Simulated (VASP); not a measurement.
# Cu (P6_3/mmc) in VASP: single point with PBEsol

Aim: the single point of Cu with PBEsol.

Everything below comes from runs of VASP 6.6.1. Logs are shortened: lines on timing, memory, paths and dates and some standing lists are left out, and cuts for length are marked.

**1. The cell of the first run**

Symmetry: P6_3/mmc, No. 194, hexagonal system. Conventional cell: a = 2.531 Å, b = 2.531 Å, c = 8.262 Å, α = 90.00°, β = 90.00°, γ = 120.00°. Cu (site symmetry -3m) has 12 Cu at 2.53 Å within 3.3 Å. Cu (site symmetry -6m2) has 12 Cu at 2.53 Å within 3.3 Å.

**2. Single point, PBEsol**

The input, INCAR:

```
SYSTEM = Cu
  ALGO = Normal
  EDIFF = 1E-6
  ENCUT = 520
  GGA = PS
  ISIF = 2
  ISMEAR = 1
  LASPH = .TRUE.
  LCHARG = .FALSE.
  LREAL = .FALSE.
  LWAVE = .FALSE.
  NBANDS = 30
  NELM = 60
  PREC = Accurate
  SIGMA = 0.1
```

The input, KPOINTS:

```
k-points
0
G
  11 11 3
  0 0 0
```

The input, POSCAR:

```
Cu
1.0
    2.5307640000      0.0000000000      0.0000000000
   -1.2653820000      2.1917059150      0.0000000000
    0.0000000000      0.0000000000      8.2618150000
Cu
4
Direct
    0.0000000000      0.0000000000      0.0000000000
    0.3333330000      0.6666670000      0.2500000000
    0.0000000000      0.0000000000      0.5000000000
    0.6666670000      0.3333330000      0.7500000000
```

Potentials or basis: VASP PAW PBE potentials, release 64 (Cu).

Command:

```console
> cat potpaw_PBE.64/Cu/POTCAR > POTCAR
> mpirun -np 1 vasp_std > vasp.out
```

OUTCAR:

```text
SYSTEM = Cu
   EDIFF = 1E-6
   ENCUT = 520
   GGA = PS
   ISIF = 2
   ISMEAR = 1
   LASPH = .TRUE.
   LREAL = .FALSE.
   NELM = 60
   PREC = Accurate

 ion  position               nearest neighbor table
   1  0.000  0.000  0.000-   2 2.53   4 2.53   4 2.53   2 2.53   4 2.53   2 2.53
   2  0.333  0.667  0.250-   1 2.53   3 2.53   1 2.53   3 2.53   1 2.53   3 2.53
   3  0.000  0.000  0.500-   2 2.53   4 2.53   4 2.53   2 2.53   4 2.53   2 2.53
   4  0.667  0.333  0.750-   1 2.53   3 2.53   1 2.53   3 2.53   1 2.53   3 2.53

  LATTYP: Found a hexagonal cell.
 ALAT       =     2.5307640000
 C/A-ratio  =     3.2645537079

  Lattice vectors:

 A1 = (   2.5307640000,   0.0000000000,   0.0000000000)
 A2 = (  -1.2653820000,   2.1917059150,   0.0000000000)
 A3 = (   0.0000000000,   0.0000000000,   8.2618150000)

Analysis of symmetry for initial positions (statically):
=====================================================================
 Subroutine PRICEL returns:
 Original cell was already a primitive cell.

 Routine SETGRP: Setting up the symmetry group for a
 hexagonal supercell.

 Subroutine GETGRP returns: Found 24 space group operations
 (whereof 12 operations were pure point group operations)
 out of a pool of 24 trial point group operations.

The static configuration has the point symmetry D_3d.
 The point group associated with its full space group is D_6h.

Analysis of symmetry for dynamics (positions and initial velocities):
=====================================================================
 Subroutine PRICEL returns:
 Original cell was already a primitive cell.

 Routine SETGRP: Setting up the symmetry group for a
 hexagonal supercell.

 Subroutine GETGRP returns: Found 24 space group operations
 (whereof 12 operations were pure point group operations)
 out of a pool of 24 trial point group operations.

The dynamic configuration has the point symmetry D_3d.
 The point group associated with its full space group is D_6h.

 Subroutine INISYM returns: Found 24 space group operations
 (whereof 12 operations are pure point group operations),
 and found     1 'primitive' translations

----------------------------------------------------------------------------------------

                                     Primitive cell

  volume of cell :      45.8257

  direct lattice vectors                    reciprocal lattice vectors
     2.530764000  0.000000000  0.000000000     0.395137595  0.228132797  0.000000000
    -1.265382000  2.191705915  0.000000000     0.000000000  0.456265593  0.000000000
     0.000000000  0.000000000  8.261815000     0.000000000  0.000000000  0.121038779

  length of vectors
     2.530764000  2.530764000  8.261815000     0.456265593  0.456265593  0.121038779

  position of ions in fractional coordinates (direct lattice)
     0.000000000  0.000000000  0.000000000
     0.333333000  0.666667000  0.250000000
     0.000000000  0.000000000  0.500000000
     0.666667000  0.333333000  0.750000000

  ion indices of the primitive-cell ions
   primitive index   ion index
                 1           1
                 2           2
                 3           3
                 4           4

----------------------------------------------------------------------------------------

 KPOINTS: k-points

Automatic generation of k-mesh.
 Grid dimensions read from file:
 generate k-points for:   11   11    3

 Generating k-lattice:

  Cartesian coordinates                     Fractional coordinates (reciprocal lattice)
     0.035921600  0.020739345  0.000000000     0.090909091  0.000000000  0.000000000
     0.000000000  0.041478690  0.000000000     0.000000000  0.090909091  0.000000000
     0.000000000  0.000000000  0.040346260     0.000000000  0.000000000  0.333333333

  Length of vectors
     0.041478690  0.041478690  0.040346260

  Shift w.r.t. Gamma in fractional coordinates (k-lattice)
     0.000000000  0.000000000  0.000000000

 Subroutine IBZKPT returns following result:
 ===========================================

 Found     32 irreducible k-points:

 Following reciprocal coordinates:
            Coordinates               Weight
  0.000000  0.000000  0.000000      1.000000
  0.090909  0.000000  0.000000      6.000000
  0.181818  0.000000  0.000000      6.000000
  0.272727  0.000000  0.000000      6.000000
  0.363636  0.000000  0.000000      6.000000
  0.454545  0.000000  0.000000      6.000000
[... 16 lines left out ...]
  0.090909  0.090909  0.333333     12.000000
  0.181818  0.090909  0.333333     24.000000
 [... further k-points ...]
   k-points           NKPTS =     32   k-points in BZ     NKDIM =     32   number of bands    NBANDS=     30
   number of dos      NEDOS =    301   number of ions     NIONS =      4
   total plane-waves  NPLWV =  25600
   dimension x,y,z NGX =    20 NGY =   20 NGZ =   64
   dimension x,y,z NGXF=    40 NGYF=   40 NGZF=  128
   ions per type =               4
   NGX,Y,Z   is equivalent  to a cutoff of  13.14, 13.14, 12.88 a.u.
   NGXF,Y,Z  is equivalent  to a cutoff of  26.28, 26.28, 25.76 a.u.
 SYSTEM =  Cu
   PREC   = accura    normal or accurate (medium, high low for compatibility)
   ISTART =      0    job   : 0-new  1-cont  2-samecut
   ICHARG =      2    charge: 1-file 2-atom 10-const
   ISPIN  =      1    spin polarized calculation?
   LNONCOLLINEAR =      F non collinear calculations
   LSORBIT =      F    spin-orbit coupling
   LASPH  =      T    aspherical Exc in radial PAW
   ENCUT  =  520.0 eV  38.22 Ry    6.18 a.u.   4.71  4.71 15.36*2*pi/ulx,y,z
   NELM   =     60;   NELMIN=  2; NELMDL= -5     # of ELM steps
   EDIFF  = 0.1E-05   stopping-criterion for ELM
   LREAL  =      F    real-space projection
   EDIFFG = 0.1E-04   stopping-criterion for IOM
   NSW    =      0    number of steps for IOM
   IBRION =     -1    ionic relax: 0-MD 1-quasi-New 2-CG
   NFREE  =      0    steps in history (QN), initial steepest desc. (CG)
   ISIF   =      2    stress and relaxation
   ISYM   =      2    0-nonsym 1-usesym 2-fastsym
   POTIM  = 0.5000    time-step for ionic-motion
   TEBEG  =    0.0;   TEEND  =   0.0 temperature during run
   PSTRESS=    0.0 pullay stress
   NELECT =      44.0000    total number of electrons
   NUPDOWN=      -1.0000    fix difference up-down
   EMIN   =  10.00;   EMAX   =-10.00  energy-range for DOS
   EFERMI =   0.00;   METHOD = LEGACY
   ISMEAR =     1;   SIGMA  =   0.10  broadening in eV -4-tet -1-fermi 0-gaus
   EFERMI_NEDOS =   21; number of points for ismear=-14 and -15
   IALGO  =     38    algorithm
   IMIX   =      4    mixing-type and parameters
     AMIX     =   0.40;   BMIX     =  1.00
     AMIX_MAG =   1.60;   BMIX_MAG =  1.00
  volume/ion in A,a.u.               =      11.46        77.31
  Fermi-wavevector in a.u.,A,eV,Ry     =   1.615062  3.052025 35.489790  2.608426
  Thomas-Fermi vector in A             =   2.709870
   LORBIT       =      0    0 simple, 1 ext, 2 COOP (PROOUT), +10 PAW based schemes
   GGA     = PS    functional components
   LHFCALC =     F    Hartree Fock is set to
   AEXX    =    0.0000 exact exchange contribution
   IVDW    =     0    specifies the selected vdW correction
   LEPSILON=     F    determine dielectric tensor
   LRPA    =     F    only Hartree local field effects (RPA)
 non-spin polarized calculation
 Methfessel and Paxton  Order N= 1 SIGMA  =   0.10
  energy-cutoff  :      520.00
  volume of cell :       45.83
 maximum number of plane-waves:      1255
 NGX is ok and might be reduce to    20
   NGX =  9   NGY =  9   NGZ = 31

 number of electron      43.9999989 magnetization

 Free energy of the ion-electron system (eV)
  ---------------------------------------------------
  ext. energy  EPLUGINS =         0.00000000
  ---------------------------------------------------
  free energy    TOTEN  =       -17.21283803 eV

  energy without entropy =      -17.21299864  energy(sigma->0) =      -17.21289156

 E-fermi :   7.8547     XC(G=0): -13.0877

 val. band max:        7.8394979727   @ k =   0.2727   0.1818   0.0000
 cond. band min:       7.8971706002   @ k =   0.2727   0.1818   0.0000
 fundamental gap:      0.0576726275
 Fermi energy:         7.8547378374

 k-point     1 :       0.0000    0.0000    0.0000
  band No.  band energies     occupation
      1      -1.8425      2.00000
      2       0.3223      2.00000
      3       0.3250      2.00000
      4       2.5057      2.00000
      5       4.3826      2.00000
      6       4.3882      2.00000
[... 22 lines left out ...]
     29      29.9139      0.00000
     30      30.0502      0.00000

 k-point     2 :       0.0909    0.0000    0.0000
  band No.  band energies     occupation
      1      -1.5698      2.00000
      2       0.5646      2.00000
      3       0.5672      2.00000
      4       2.6662      2.00000
      5       4.2579      2.00000
      6       4.3247      2.00000
[... 22 lines left out ...]
     29      27.7072      0.00000
     30      27.7369      0.00000

 k-point     3 :       0.1818    0.0000    0.0000
  band No.  band energies     occupation
      1      -0.7751      2.00000
      2       1.2352      2.00000
      3       1.2377      2.00000
      4       3.0612      2.00000
      5       4.0470      2.00000
      6       4.1707      2.00000
[... 22 lines left out ...]
     29      23.5400      0.00000
     30      23.6266      0.00000

 k-point     4 :       0.2727    0.0000    0.0000
  band No.  band energies     occupation
      1       0.4475      2.00000
      2       2.0818      2.00000
      3       2.0854      2.00000
      4       3.3536      2.00000
      5       3.8477      2.00000
      6       3.9256      2.00000
[... 616 lines left out ...]
     29      19.0447      0.00000
     30      20.9140      0.00000

 k-point    23 :       0.0909    0.0909    0.3333
  band No.  band energies     occupation
      1      -0.7877      2.00000
      2      -0.0683      2.00000
      3       2.1936      2.00000
      4       2.8337      2.00000
      5       4.1112      2.00000
      6       4.2653      2.00000
[... 22 lines left out ...]
     29      24.6152      0.00000
     30      24.7792      0.00000

 k-point    24 :       0.1818    0.0909    0.3333
  band No.  band energies     occupation
      1       0.2080      2.00000
      2       0.8579      2.00000
      3       2.7808      2.00000
      4       3.2883      2.00000
      5       3.8567      2.00000
      6       3.8823      2.00000
[... 22 lines left out ...]
     29      22.1614      0.00000
     30      22.8434      0.00000

 [... further k-points ...]
[... 5 lines left out ...]
  --------------------------------------------------------------------------------------
  -------------------------------------------------------------------------------------
  Total       -0.5708817     -0.5708817     -0.1025021      0.0000000     -0.0000000      0.0000000
  in kB      -19.9593929    -19.9593929     -3.5837193      0.0000000     -0.0000000      0.0000000
  external PRESSURE =     -14.5008350 kB  Pullay stress =       0.0000000 kB

 VOLUME and BASIS-vectors are now :
 -----------------------------------------------------------------------------
  energy-cutoff  :      520.00
  volume of cell :       45.83
      direct lattice vectors                 reciprocal lattice vectors
     2.530764000  0.000000000  0.000000000     0.395137595  0.228132797  0.000000000
    -1.265382000  2.191705915  0.000000000     0.000000000  0.456265593  0.000000000
     0.000000000  0.000000000  8.261815000     0.000000000  0.000000000  0.121038779

 POSITION                                       TOTAL-FORCE (eV/Angst)
 -----------------------------------------------------------------------------------
      0.00000      0.00000      0.00000         0.000000      0.000000      0.000000
     -0.00000      1.46114      2.06545         0.000000     -0.000000     -0.000000
      0.00000      0.00000      4.13091         0.000000      0.000000      0.000000
      1.26538      0.73057      6.19636        -0.000000      0.000000     -0.000000
 -----------------------------------------------------------------------------------
    total drift:                                0.000000     -0.000000      0.000000

  FREE ENERGIE OF THE ION-ELECTRON SYSTEM (eV)
  ---------------------------------------------------
  free  energy   TOTEN  =       -17.2128380253 eV

  energy  without entropy=      -17.2129986363  energy(sigma->0) =      -17.21289156
```

Run time: 1.8 min. Hardware: 1 thread of AMD EPYC 7R13, shared host; peak memory 0.15 GiB.

What came out:

| Property | Result |
| --- | --- |
| Free energy | -17.2128 eV |
| Pressure | -1.5 GPa |
| Band gap on the k mesh | zero (band 22 reaches 10.44 eV, above the bottom of band 23 at 6.01 eV) |

Stress tensor (GPa, compression positive):
```
-2.00  0.00  0.00
 0.00 -2.00  0.00
 0.00  0.00 -0.36
```

Levels at points of the mesh, in eV from the Fermi level:
| k point | band 20 | band 21 | band 22 | band 23 | band 24 | band 25 |
| --- | --- | --- | --- | --- | --- | --- |
| (0.00, 0.00, 0.00) | -2.08 | -2.08 | -1.78 | -1.78 | -1.20 | 3.82 |

Caveat: the PAW data sets were made with another functional, which shifts forces and pressure a little.
